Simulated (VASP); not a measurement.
Write the native input for VASP 6.6.1 that does the following.

```
Task                   : single point
Functional             : r2SCAN
Potentials or basis    : VASP PAW PBE potentials, release 64 (B)
Cutoff                 : 520 eV
k mesh                 : 36 × 36 × 14
Occupations            : gaussian, width 0.15 eV
Spin                   : no spin polarisation
Dipole correction      : no
Further INCAR settings : ALGO = Normal; EDIFF = 1e-06; NBANDS = 8
```

B:

```
B
1.0
     1.83389    0.00000    0.00000
    -0.91695    1.58820    0.00000
     0.00000    0.00000    3.13291
B
1
Direct
  0.00000 0.00000 0.00000
```

This cell differs from its parent crystal: ratio of the length along z to the lengths across it x 0.8, volume and fractional coordinates fixed.

These files were run (other wordings do the same):

POSCAR

```
B
1.0
    1.8338909766      0.0000000000      0.0000000000
   -0.9169454883      1.5881961735      0.0000000000
    0.0000000000      0.0000000000      3.1329124404
B
1
Direct
    0.0000000000      0.0000000000      0.0000000000
```

INCAR.step1

```
PREC = Accurate
ENCUT = 520
ISMEAR = 0
SIGMA = 0.15
LREAL = False
LASPH = True
NELM = 100
NBANDS = 8
GGA = PE
ALGO = Normal
EDIFF = 1E-4
LWAVE = True
LCHARG = False
```

INCAR.step2

```
PREC = Accurate
ENCUT = 520
EDIFF = 1E-6
ISMEAR = 0
SIGMA = 0.15
LREAL = False
LASPH = True
NELM = 100
ALGO = Normal
ISIF = 2
LWAVE = False
LCHARG = False
METAGGA = R2SCAN
LMIXTAU = True
NBANDS = 8
ISTART = 1
```

KPOINTS

```
regular mesh
0
Gamma
  36 36 14
```

Potentials or basis: VASP PAW PBE potentials, release 64 (B).

Run with:

```bash
$ cat potpaw_PBE.64/B/POTCAR > POTCAR
$ cp INCAR.step1 INCAR
$ mpirun -np 1 vasp_std > vasp.out
$ cp INCAR.step2 INCAR
$ mpirun -np 1 vasp_std > vasp.out
```

Results of the run:

| Property | Result |
| --- | --- |
| Pressure | -27.7 GPa |

Caveat: the PAW data sets were made with another functional, which shifts forces and pressure a little.

It took 2.4 min on 1 thread of Intel Xeon 6975P-C, on a shared host, peak memory 0.17 GiB.
